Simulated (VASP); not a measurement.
Write the native input for VASP 6.6.1 that does the following.

```
Task                   : relaxation of cell and atoms
Functional             : RPBE
Potentials or basis    : VASP PAW PBE potentials, release 64 (Sn_d)
Cutoff                 : 600 eV
k mesh                 : 7 × 7 × 7
Occupations            : fermi-dirac, width 0.05 eV
Spin                   : no spin polarisation
Dipole correction      : no
Further INCAR settings : ALGO = Normal; EDIFF = 1e-06; IBRION = 2; EDIFFG = -0.005; NSW = 80; ISIF = 3
```

The structure of Sn lies in POSCAR:

```
Sn
1.0
    0.0000000000      3.2333428000      3.2333428000
    3.2333428000      0.0000000000      3.2333428000
    3.2333428000      3.2333428000      0.0000000000
Sn
2
Direct
    0.7500000000      0.7500000000      0.7500000000
    0.5000000000      0.5000000000      0.5000000000
```

One way to write it, as run:

INCAR

```
  ALGO = Normal
  EDIFF = 1E-6
  EDIFFG = -0.005
  ENCUT = 600
  GGA = RP
  IBRION = 2
  ISIF = 3
  ISMEAR = -1
  LASPH = T
  LCHARG = F
  LREAL = F
  LWAVE = F
  NELM = 100
  NSW = 80
  PREC = Accurate
  SIGMA = 0.05
```

KPOINTS

```
k-points
0
Gamma
  7 7 7
```

Potentials or basis: VASP PAW PBE potentials, release 64 (Sn_d).

Run with:

```bash
$ cat potpaw_PBE.64/Sn_d/POTCAR > POTCAR
$ mpirun -np 1 vasp_std > vasp.out
```

It gave:

| Quantity | Value |
| --- | --- |
| Relaxed volume | 38.12 Å³/atom |
| Relaxed cell | a = 4.759 Å, b = 4.759 Å, c = 4.759 Å, α = 60.00°, β = 60.00°, γ = 60.00° |
| Space group after relaxing (to 0.05 Å) | Fd-3m (No. 227) |
| Energy gained by relaxing | 62.4 meV/atom |
| Ionic steps | 3 |
| Pressure after relaxing | 0.0 GPa |
| Band gap on the k mesh | zero (band 14 reaches 4.76 eV, above the bottom of band 15 at 4.58 eV) |

Caveat: the PAW data sets were made with another functional, which shifts forces and pressure a little; spin-orbit coupling is left out, which moves the levels of the heavy elements; the volume moved by +13 % from the deposited cell, more than functionals usually miss.

It took 68 s on 1 thread of Intel(R) Xeon(R) Platinum 8488C (Sapphire Rapids), on a shared host, peak memory 0.25 GiB.
